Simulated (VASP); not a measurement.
SiC, 4 atoms in the cell. The structure is hexagonal, space group P6_3mc (No. 186). The conventional cell has a = 3.092 Å, b = 3.092 Å, c = 5.074 Å, α = 90.00°, β = 90.00°, γ = 120.00°. Within 2.5 Å of Si (site symmetry 3m) lie 4 C at 1.89 to 1.91 Å. Within 2.5 Å of C (site symmetry 3m) lie 4 Si at 1.89 to 1.91 Å. 

```yaml
Program: VASP 6.6.1
Task: single point
Functional: PBE
Potentials_or_basis: VASP PAW PBE potentials, release 64 (Si, C)
Cutoff: 520 eV
k_mesh: 12 × 12 × 8
Occupations: gaussian, width 0.05 eV
Spin: no spin polarisation
Dipole_correction: no
Further_INCAR_settings: ALGO = Normal; EDIFF = 1e-07; NBANDS = 16
```

Potentials or basis: VASP PAW PBE potentials, release 64 (Si, C).

Command:

```console
$ cat potpaw_PBE.64/Si/POTCAR potpaw_PBE.64/C/POTCAR > POTCAR
$ mpirun -np 1 vasp_std > vasp.out
```

Hardware: 1 thread of Intel(R) Xeon(R) Platinum 8259CL CPU @ 2.50GHz (Skylake/Cascade Lake) (shared host).

Q: How long does it take, and how much memory?

A: It took 37 s on 1 thread of Intel(R) Xeon(R) Platinum 8259CL CPU @ 2.50GHz (Skylake/Cascade Lake), on a shared host, peak memory 0.19 GiB. Counts: scf iterations 14, k points 95.
